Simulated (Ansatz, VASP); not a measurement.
## Two plane-wave programs on KZnF3

Contents of POSCAR:

```
KZnF3
1.0
    3.6083214502      0.0000000000      0.0000000000
    0.0000000000      3.6083214502      0.0000000000
    0.0000000000      0.0000000000      5.1021665305
K Zn F
1 1 3
Direct
    0.0000000000      0.0000000000      0.0000000000
    0.5000000000      0.5000000000      0.5000000000
    0.5000000000      0.5000000000      0.0000000000
    0.0000000000      0.5000000000      0.5000000000
    0.5000000000      0.0000000000      0.5000000000
```

INCAR.step1

```
  PREC = Accurate
  ENCUT = 520
  ISMEAR = 0
  SIGMA = 0.05
  LREAL = False
  LASPH = True
  NELM = 80
  NBANDS = 29
  GGA = PE
  ALGO = Normal
  EDIFF = 1E-4
  LWAVE = True
  LCHARG = False
```

INCAR.step2

```
  PREC = Accurate
  ENCUT = 520
  EDIFF = 1E-6
  ISMEAR = 0
  SIGMA = 0.05
  LREAL = False
  LASPH = True
  NELM = 80
  ALGO = Normal
  ISIF = 2
  LWAVE = False
  LCHARG = False
  METAGGA = R2SCAN
  LMIXTAU = True
  NBANDS = 29
  ISTART = 1
```

The input KPOINTS:

```
Automatic mesh
0
Gamma
  6 6 6
```

Input for Ansatz:

```yaml
crystal:
  lattice:
    - [3.6083214502, 0.0, 0.0]
    - [0.0, 3.6083214502, 0.0]
    - [0.0, 0.0, 5.1021665305]
  atoms:
    - { symbol: K, position: [0.0, 0.0, 0.0] }
    - { symbol: Zn, position: [0.5, 0.5, 0.5] }
    - { symbol: F, position: [0.5, 0.5, 0.0] }
    - { symbol: F, position: [0.0, 0.5, 0.5] }
    - { symbol: F, position: [0.5, 0.0, 0.5] }
basis:
  ecutwfc: 500
kpoints:
  mp_grid: { grid: [6, 6, 6] }
hamiltonian:
  xc: r2scan
scf:
  occupations: { method: gaussian, width: 0.05 }
output:
  forces: true
  stress: true
  eigenvalues: true
  write_density: true
  write_potential: true
  elf: true
  volumetric_format: npy
```

Alike in both runs: task single point; functional r2SCAN; k mesh 6 × 6 × 6; occupations gaussian, width 0.05 eV; no spin polarisation.

|  | VASP | Ansatz |
| --- | --- | --- |
| version | VASP 6.6.1 | Ansatz 0.2.0 |
| potentials or method | VASP PAW PBE potentials, release 64 (K_sv, Zn, F), cutoff 520 eV | scalar-relativistic, plane waves, PAW |
| valence electrons in the cell | 42 | 42 |

|  | VASP | Ansatz | Ansatz less VASP |
| --- | --- | --- | --- |
| gap on the k mesh at the Fermi level (eV) | 3.43 | 3.47 | +0.043 |
| least direct gap on the mesh (eV) | 6.20 | 6.22 | +0.019 |
| pressure (GPa) | 15.3 | 14.5 | -0.82 |
| traceless stress, the component that is largest in VASP (GPa) | -21.85 | -20.84 | +1.018 |

VASP's potentials were made for PBE, not for r2SCAN.
